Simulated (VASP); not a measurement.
# Cu (Cmcm) in VASP: further runs

The runs below take Cu through single point, with PBEsol.

Everything below comes from runs of VASP 6.6.1. Logs are shortened: lines on timing, memory, paths and dates and some standing lists are left out, and cuts for length are marked.

### Step 1. The cell of the first run

The structure is orthorhombic, space group Cmcm (No. 63). The conventional cell has a = 2.534 Å, b = 4.433 Å, c = 4.113 Å, α = 90.00°, β = 90.00°, γ = 90.00°. Within 3.3 Å of Cu (site symmetry m2m) lie 12 Cu at 2.53 to 2.55 Å.

This isn't the form of Cu at room conditions, which is fcc.

### Step 2. Single point, PBEsol (strain +0.0100 x Voigt [0, 1, 0, 0, 0, 0])

Contents of INCAR:

```
SYSTEM = Cu
ALGO     = Fast           ! electronic algorithm
EDIFF    = 1E-6           ! SCF threshold, eV
ENCUT    = 520            ! plane-wave cutoff, eV
GGA      = PS             ! functional
ISIF     = 2              ! what is computed and relaxed
ISMEAR   = 0              ! smearing method
LASPH    = .True.         ! aspherical terms in the spheres
LCHARG   = .True.         ! write CHGCAR
LELF     = .True.         ! ELF
LREAL    = .False.        ! projectors in reciprocal space
LVHAR    = .True.       
LWAVE    = .False.        ! write WAVECAR
NBANDS   = 18             ! bands
NELM     = 100            ! most SCF steps
PREC     = Accurate       ! precision mode
SIGMA    = 0.15           ! smearing width, eV
```

Contents of KPOINTS:

```
k-points
0
Gamma
  24 24 12
  0 0 0
```

Contents of POSCAR:

```
Cu
1.0
    2.5340966698      0.0000000000      0.0000000000
   -1.2670483349      2.2165380126      0.0000000000
    0.0000000000      0.0000000000      4.1125710000
Cu
2
Direct
    0.3333333333      0.6666666667      0.2500000000
    0.6666666667      0.3333333333      0.7500000000
```

Potentials or basis: VASP PAW PBE potentials, release 64 (Cu).

On the command line:

```sh
$ cat potpaw_PBE.64/Cu/POTCAR > POTCAR
$ mpirun -np 1 vasp_std > vasp.out
```

OUTCAR:

```text
SYSTEM = Cu
   EDIFF = 1E-6
   ENCUT = 520
   GGA = PS
   ISIF = 2
   ISMEAR = 0
   LASPH = .True.
   LREAL = .False.
   NELM = 100
   PREC = Accurate

 ion  position               nearest neighbor table
   1  0.333  0.667  0.250-   2 2.53   2 2.53   2 2.53   2 2.53   2 2.53   2 2.53
   2  0.667  0.333  0.750-   1 2.53   1 2.53   1 2.53   1 2.53   1 2.53   1 2.53

  LATTYP: Found a base centered orthorhombic cell.
 ALAT       =     2.5340966698
 B/A-ratio  =     1.7493713156
 C/A-ratio  =     1.6228942838

  Lattice vectors:

 A1 = (   1.2670483349,  -2.2165380126,   0.0000000000)
 A2 = (   1.2670483349,   2.2165380126,   0.0000000000)
 A3 = (   0.0000000000,   0.0000000000,   4.1125710000)

Analysis of symmetry for initial positions (statically):
=====================================================================
 Subroutine PRICEL returns:
 Original cell was already a primitive cell.

 Routine SETGRP: Setting up the symmetry group for a
 base centered orthorhombic supercell.

 Subroutine GETGRP returns: Found  8 space group operations
 (whereof  4 operations were pure point group operations)
 out of a pool of  8 trial point group operations.

The static configuration has the point symmetry C_2h.
 The point group associated with its full space group is D_2h.

Analysis of symmetry for dynamics (positions and initial velocities):
=====================================================================
 Subroutine PRICEL returns:
 Original cell was already a primitive cell.

 Routine SETGRP: Setting up the symmetry group for a
 base centered orthorhombic supercell.

 Subroutine GETGRP returns: Found  8 space group operations
 (whereof  4 operations were pure point group operations)
 out of a pool of  8 trial point group operations.

The dynamic configuration has the point symmetry C_2h.
 The point group associated with its full space group is D_2h.

 Subroutine INISYM returns: Found  8 space group operations
 (whereof  4 operations are pure point group operations),
 and found     1 'primitive' translations

----------------------------------------------------------------------------------------

                                     Primitive cell

  volume of cell :      23.1000

  direct lattice vectors                    reciprocal lattice vectors
     2.534096670  0.000000000  0.000000000     0.394617937  0.225577002  0.000000000
    -1.267048335  2.216538013  0.000000000     0.000000000  0.451154004  0.000000000
     0.000000000  0.000000000  4.112571000     0.000000000  0.000000000  0.243156896

  length of vectors
     2.534096670  2.553125975  4.112571000     0.454541857  0.451154004  0.243156896

  position of ions in fractional coordinates (direct lattice)
     0.333333333  0.666666667  0.250000000
     0.666666667  0.333333333  0.750000000

  ion indices of the primitive-cell ions
   primitive index   ion index
                 1           1
                 2           2

----------------------------------------------------------------------------------------

 KPOINTS: k-points

Automatic generation of k-mesh.
 Grid dimensions read from file:
 generate k-points for:   24   24   12

 Generating k-lattice:

  Cartesian coordinates                     Fractional coordinates (reciprocal lattice)
     0.016442414  0.009399042  0.000000000     0.041666667 -0.000000000  0.000000000
     0.000000000  0.018798084  0.000000000     0.000000000  0.041666667  0.000000000
     0.000000000  0.000000000  0.020263075     0.000000000  0.000000000  0.083333333

  Length of vectors
     0.018939244  0.018798084  0.020263075

  Shift w.r.t. Gamma in fractional coordinates (k-lattice)
     0.000000000  0.000000000  0.000000000

 Subroutine IBZKPT returns following result:
 ===========================================

 Found   1099 irreducible k-points:

 Following reciprocal coordinates:
            Coordinates               Weight
  0.000000  0.000000  0.000000      1.000000
  0.041667  0.000000  0.000000      4.000000
  0.083333 -0.000000  0.000000      4.000000
[... 52 lines left out ...]
      6       4.8666      2.00000
[... 10 lines left out ...]
     17      27.8272      0.00000
     18      29.7896      0.00000

 k-point     7 :       0.2500    0.0000    0.0000
  band No.  band energies     occupation
      1       0.0574      2.00000
      2       3.2355      2.00000
      3       3.9071      2.00000
      4       4.1292      2.00000
      5       4.6356      2.00000
      6       4.7885      2.00000
[... 10 lines left out ...]
     17      26.1543      0.00000
     18      28.4251      0.00000

 k-point     8 :       0.2917   -0.0000    0.0000
  band No.  band energies     occupation
      1       0.6779      2.00000
      2       3.2743      2.00000
      3       3.6961      2.00000
      4       4.1233      2.00000
      5       4.6542      2.00000
      6       4.7141      2.00000
[... 10 lines left out ...]
     17      24.9286      0.00000
     18      27.5975      0.00000
[... 229 lines left out ...]
     17      27.1824      0.00000
     18      29.3769      0.00000

 k-point    20 :       0.2500    0.0417    0.0000
  band No.  band energies     occupation
      1       0.3952      2.00000
      2       3.2834      2.00000
      3       3.7936      2.00000
      4       4.0922      2.00000
      5       4.6410      2.00000
      6       4.7241      2.00000
[... 10 lines left out ...]
     17      25.8868      0.00000
     18      28.4847      0.00000

 k-point    21 :       0.2917    0.0417    0.0000
  band No.  band energies     occupation
      1       1.0279      2.00000
      2       3.2812      2.00000
      3       3.6070      2.00000
      4       4.1083      2.00000
      5       4.6591      2.00000
      6       4.6849      2.00000
[... 10 lines left out ...]
     17      24.3550      0.00000
     18      27.9672      0.00000

 k-point    22 :       0.3333    0.0417    0.0000
  band No.  band energies     occupation
      1       1.6459      2.00000
      2       3.2252      2.00000
      3       3.4601      2.00000
      4       4.1633      2.00000
      5       4.6039      2.00000
      6       4.7625      2.00000
[... 10 lines left out ...]
     17      22.8052      0.00000
     18      27.6392      0.00000

 k-point    23 :       0.3750    0.0417    0.0000
  band No.  band energies     occupation
      1       2.1721      2.00000
      2       3.1519      2.00000
      3       3.3515      2.00000
      4       4.2638      2.00000
      5       4.5603      2.00000
      6       4.7406      2.00000
[... 10 lines left out ...]
     17      21.3678      0.00000
     18      27.4215      0.00000

 k-point    24 :       0.4167    0.0417    0.0000
  band No.  band energies     occupation
      1       2.5374      2.00000
      2       3.0805      2.00000
      3       3.2799      2.00000
      4       4.3962      2.00000
      5       4.5297      2.00000
      6       4.7043      2.00000
[... 10 lines left out ...]
     17      20.3921      0.00000
     18      27.2835      0.00000

 [... further k-points ...]

------------------------ aborting loop because EDIFF is reached ----------------------------------------

  FORCE on cell =-STRESS in cart. coord.  units (eV):
  Direction    XX          YY          ZZ          XY          YZ          ZX
  --------------------------------------------------------------------------------------
  -------------------------------------------------------------------------------------
  Total       -0.4116856     -0.6069311     -0.1085718      0.0000000      0.0000000      0.0000000
  in kB      -28.5538390    -42.0957425     -7.5303615      0.0000000      0.0000000      0.0000000
  external PRESSURE =     -26.0599810 kB  Pullay stress =       0.0000000 kB

 VOLUME and BASIS-vectors are now :
 -----------------------------------------------------------------------------
  energy-cutoff  :      520.00
  volume of cell :       23.10
      direct lattice vectors                 reciprocal lattice vectors
     2.534096670  0.000000000  0.000000000     0.394617937  0.225577002  0.000000000
    -1.267048335  2.216538013  0.000000000     0.000000000  0.451154004  0.000000000
     0.000000000  0.000000000  4.112571000     0.000000000  0.000000000  0.243156896

 POSITION                                       TOTAL-FORCE (eV/Angst)
 -----------------------------------------------------------------------------------
     -0.00000      1.47769      1.02814         0.000000      0.019282      0.000000
      1.26705      0.73885      3.08443        -0.000000     -0.019282      0.000000
 -----------------------------------------------------------------------------------
    total drift:                                0.000000     -0.000000      0.000000

  FREE ENERGIE OF THE ION-ELECTRON SYSTEM (eV)
  ---------------------------------------------------
  free  energy   TOTEN  =        -8.5988615523 eV

  energy  without entropy=       -8.5924707058  energy(sigma->0) =       -8.59566613
```

Run time: 5.4 min. Hardware: 1 thread of Intel Xeon Platinum 8259CL at 2.50GHz (Skylake/Cascade Lake), shared host; peak memory 0.46 GiB.

What came out:

- Free energy: -8.5989 eV
- Pressure: -2.6 GPa
- Largest force: 0.019 eV/Å
- Band gap on the k mesh: zero (bands 11 and 12 overlap by 5.98 eV)

Forces on the atoms (eV/Å):
```
Cu   0.000  0.019  0.000
Cu   0.000 -0.019  0.000
```

Levels at points of the mesh, in eV from the Fermi level:
```
           k point  band 8  band 9  band 10  band 11  band 12  band 13  band 14  band 15
(0.00, 0.00, 0.00)   -2.54   -2.52    -1.73    -1.72    -0.97     4.03    21.28    21.77
(0.50, 0.00, 0.00)   -1.64   -1.57    -1.54     0.01     1.60     7.94     8.37    10.90
(0.00, 0.50, 0.00)   -1.66   -1.56    -1.55    -0.05     1.50     7.82     8.25    10.80
(0.00, 0.00, 0.50)   -3.03   -1.96    -1.96    -1.95    -1.95    12.92    12.92    22.07
(0.50, 0.00, 0.50)   -1.91   -1.58    -1.58     0.48     0.48     4.98     4.98    16.07
(0.00, 0.50, 0.50)   -1.92   -1.59    -1.59     0.39     0.39     4.84     4.84    16.42
```

Caveat: the cell differs from its parent crystal (strain +0.0100 x Voigt [0, 1, 0, 0, 0, 0]); the PAW data sets were made with another functional, which shifts forces and pressure a little.

### Step 3. Single point, PBEsol (strain +0.0200 x Voigt [0, 1, 0, 0, 0, 0])

Contents of INCAR:

```
SYSTEM = Cu
PREC     = Accurate       ! precision mode
ENCUT    = 520            ! plane-wave cutoff, eV
EDIFF    = 1E-7           ! SCF threshold, eV
ISMEAR   = 0              ! smearing method
SIGMA    = 0.15           ! smearing width, eV
LREAL    = .False.        ! projectors in reciprocal space
LASPH    = .True.         ! aspherical terms in the spheres
NELM     = 80             ! most SCF steps
ALGO     = Fast           ! electronic algorithm
ISIF     = 2              ! what is computed and relaxed
LWAVE    = .False.        ! write WAVECAR
LCHARG   = .False.        ! write CHGCAR
GGA      = PS             ! functional
NBANDS   = 18             ! bands
```

Contents of KPOINTS:

```
regular mesh
0
Gamma
  24 24 12
  0 0 0
```

Contents of POSCAR:

```
Cu
1.0
    2.5340966698      0.0000000000      0.0000000000
   -1.2670483349      2.2384839335      0.0000000000
    0.0000000000      0.0000000000      4.1125710000
Cu
2
Direct
    0.3333333333      0.6666666667      0.2500000000
    0.6666666667      0.3333333333      0.7500000000
```

Potentials or basis: VASP PAW PBE potentials, release 64 (Cu).

On the command line:

```sh
$ cat potpaw_PBE.64/Cu/POTCAR > POTCAR
$ mpirun -np 1 vasp_std > vasp.out
```

It took 6.1 min on 1 thread of Intel Xeon Platinum 8259CL at 2.50GHz (Skylake/Cascade Lake), shared host; peak memory 0.45 GiB.

It converged, with:

* Free energy: -8.5917 eV
* Pressure: -3.7 GPa
* Largest force: 0.038 eV/Å
* Band gap on the k mesh: zero (bands 11 and 12 overlap by 5.91 eV)

Forces in eV/Å, atoms in the order of the input:
```
Cu   0.000  0.038  0.000
Cu   0.000 -0.038  0.000
```

Stress tensor (GPa, compression positive):
```
-3.60  0.00  0.00
 0.00 -6.22  0.00
 0.00  0.00 -1.39
```

Levels at points of the mesh, in eV from the Fermi level:
```tsv
k point	band 9	band 10	band 11	band 12	band 13	band 14
(0.00, 0.00, 0.00)	-2.51	-1.73	-1.70	-0.90	4.05	20.84
(0.50, 0.00, 0.00)	-1.56	-1.54	0.02	1.59	7.96	8.38
(0.00, 0.50, 0.00)	-1.55	-1.54	-0.11	1.39	7.71	8.16
(0.00, 0.00, 0.50)	-1.96	-1.96	-1.93	-1.93	12.96	12.96
(0.50, 0.00, 0.50)	-1.58	-1.58	0.51	0.51	4.95	4.95
(0.00, 0.50, 0.50)	-1.59	-1.59	0.34	0.34	4.68	4.68
```

Caveat: the cell differs from its parent crystal (strain +0.0200 x Voigt [0, 1, 0, 0, 0, 0]); the cell stands under tension; the PAW data sets were made with another functional, which shifts forces and pressure a little.

### Step 4. Single point, PBEsol (strain +0.0300 x Voigt [0, 1, 0, 0, 0, 0])

Contents of INCAR:

```
SYSTEM = Cu
PREC = Accurate
ENCUT = 520
EDIFF = 1E-7
ISMEAR = 0
SIGMA = 0.15
LREAL = .FALSE.
LASPH = .TRUE.
NELM = 60
ALGO = Fast
ISIF = 2
LWAVE = .FALSE.
LCHARG = .TRUE.
GGA = PS
LELF = .TRUE.
LVHAR = .TRUE.
NBANDS = 18
```

Contents of KPOINTS:

```
Automatic mesh
0
G
  24 24 12
  0 0 0
```

Contents of POSCAR:

```
Cu
1.0
    2.5340966698      0.0000000000      0.0000000000
   -1.2670483349      2.2604298544      0.0000000000
    0.0000000000      0.0000000000      4.1125710000
Cu
2
Direct
    0.3333333333      0.6666666667      0.2500000000
    0.6666666667      0.3333333333      0.7500000000
```

On the command line:

```sh
$ cat potpaw_PBE.64/Cu/POTCAR > POTCAR
$ mpirun -np 1 vasp_std > vasp.out
```

Run time: 6.1 min. Hardware: 1 thread of Intel Xeon Platinum 8259CL at 2.50GHz (Skylake/Cascade Lake), shared host; peak memory 0.46 GiB.

Results (log left out):

```
Free energy            : -8.5814 eV
Pressure               : -5.0 GPa
Largest force          : 0.056 eV/Å
Band gap on the k mesh : zero (bands 11 and 12 overlap by 5.83 eV)
```

Forces on the atoms (eV/Å):
```
Cu   0.000  0.056  0.000
Cu   0.000 -0.056  0.000
```

Stress tensor (GPa, compression positive):
```
-4.53  0.00  0.00
 0.00 -8.31  0.00
 0.00  0.00 -2.25
```

Levels at points of the mesh, in eV from the Fermi level:
```csv
k point,band 8,band 9,band 10,band 11,band 12,band 13,band 14,band 15
"(0.00, 0.00, 0.00)",-2.54,-2.49,-1.72,-1.69,-0.83,4.06,20.37,21.60
"(0.50, 0.00, 0.00)",-1.65,-1.55,-1.54,0.02,1.58,7.97,8.40,10.89
"(0.00, 0.50, 0.00)",-1.67,-1.56,-1.53,-0.16,1.29,7.60,8.07,10.59
"(0.00, 0.00, 0.50)",-2.93,-1.95,-1.95,-1.91,-1.91,13.00,13.00,21.52
"(0.50, 0.00, 0.50)",-1.88,-1.57,-1.57,0.54,0.54,4.93,4.93,15.54
"(0.00, 0.50, 0.50)",-1.91,-1.60,-1.60,0.28,0.28,4.53,4.53,16.55
```

Caveat: the cell differs from its parent crystal (strain +0.0300 x Voigt [0, 1, 0, 0, 0, 0]); the stress differs along the axes, from -8 to -2 GPa; the PAW data sets were made with another functional, which shifts forces and pressure a little.

### Step 5. Single point, PBEsol (strain +0.0350 x Voigt [0, 1, 0, 0, 0, 0])

Contents of INCAR:

```
PREC = Accurate
ENCUT = 520
EDIFF = 1E-6
ISMEAR = 0
SIGMA = 0.15
LREAL = False
LASPH = True
NELM = 60
ALGO = Fast
ISIF = 2
LWAVE = False
LCHARG = False
GGA = PS
NBANDS = 18
```

Contents of KPOINTS:

```
regular mesh
0
Gamma
  24 24 12
```

Contents of POSCAR:

```
Cu
1.0
    2.5340966698      0.0000000000      0.0000000000
   -1.2670483349      2.2714028149      0.0000000000
    0.0000000000      0.0000000000      4.1125710000
Cu
2
Direct
    0.3333333333      0.6666666667      0.2500000000
    0.6666666667      0.3333333333      0.7500000000
```

On the command line:

```sh
$ cat potpaw_PBE.64/Cu/POTCAR > POTCAR
$ mpirun -np 1 vasp_std > vasp.out
```

It took 5.5 min on 1 thread of Intel Xeon Platinum 8259CL at 2.50GHz (Skylake/Cascade Lake), shared host; peak memory 0.46 GiB.

It converged, with:

| Quantity | Value |
| --- | --- |
| Free energy | -8.5751 eV |
| Pressure | -5.8 GPa |
| Largest force | 0.065 eV/Å |
| Band gap on the k mesh | zero (bands 11 and 12 overlap by 5.80 eV) |

Forces on the atoms (eV/Å):
```
Cu   0.000  0.065  0.000
Cu   0.000 -0.065  0.000
```

Stress tensor (GPa, compression positive):
```
-5.10  0.00  0.00
 0.00 -9.40  0.00
 0.00  0.00 -2.80
```

Levels at points of the mesh, in eV from the Fermi level:
```csv
k point,band 7,band 8,band 9,band 10,band 11,band 12,band 13,band 14,band 15,band 16
"(0.00, 0.00, 0.00)",-2.62,-2.54,-2.49,-1.72,-1.68,-0.80,4.07,20.13,21.58,21.67
"(0.50, 0.00, 0.00)",-2.61,-1.65,-1.55,-1.54,0.03,1.58,7.98,8.41,10.89,11.27
"(0.00, 0.50, 0.00)",-2.74,-1.68,-1.56,-1.52,-0.18,1.24,7.55,8.03,10.54,10.83
"(0.00, 0.00, 0.50)",-2.90,-2.90,-1.95,-1.95,-1.90,-1.90,13.02,13.02,21.35,21.35
"(0.50, 0.00, 0.50)",-1.87,-1.87,-1.57,-1.57,0.56,0.56,4.92,4.92,15.41,15.41
"(0.00, 0.50, 0.50)",-1.91,-1.91,-1.60,-1.60,0.26,0.26,4.46,4.46,16.59,16.59
```

Caveat: the cell differs from its parent crystal (strain +0.0350 x Voigt [0, 1, 0, 0, 0, 0]); the stress differs along the axes, from -9 to -3 GPa; the PAW data sets were made with another functional, which shifts forces and pressure a little.

### Step 6. The runs side by side

| cell | further INCAR settings | gap on the mesh (eV) | pressure (GPa) | largest force (eV/Å) |
| --- | --- | --- | --- | --- |
| a = 2.534, b = 2.553, c = 4.113 Å, angles 90.0, 90.0, 119.8°, 2 atoms | ALGO = Fast; EDIFF = 1e-06; NBANDS = 18 | none | -2.6 | 0.02 |
| a = 2.534, b = 2.572, c = 4.113 Å, angles 90.0, 90.0, 119.5°, 2 atoms | ALGO = Fast; EDIFF = 1e-07; NBANDS = 18 | none | -3.7 | 0.04 |
| a = 2.534, b = 2.591, c = 4.113 Å, angles 90.0, 90.0, 119.3°, 2 atoms | ALGO = Fast; EDIFF = 1e-07; NBANDS = 18 | none | -5.0 | 0.06 |
| a = 2.534, b = 2.601, c = 4.113 Å, angles 90.0, 90.0, 119.2°, 2 atoms | ALGO = Fast; EDIFF = 1e-06; NBANDS = 18 | none | -5.8 | 0.07 |

Alike in all rows: task single point; level PBEsol; potentials or basis VASP PAW PBE potentials, release 64 (Cu); no spin polarisation; k mesh 24 × 24 × 12; cutoff (eV) 520; smearing gaussian 0.15 eV.

Caveats: the PAW data sets were made with another functional, which shifts forces and pressure a little; the cell stands under tension (at least some runs); the stress differs along the axes, from -8 to -2 GPa (at least some runs); the stress differs along the axes, from -9 to -3 GPa (at least some runs).

Absolute energies hang on the potentials; compare differences alone.
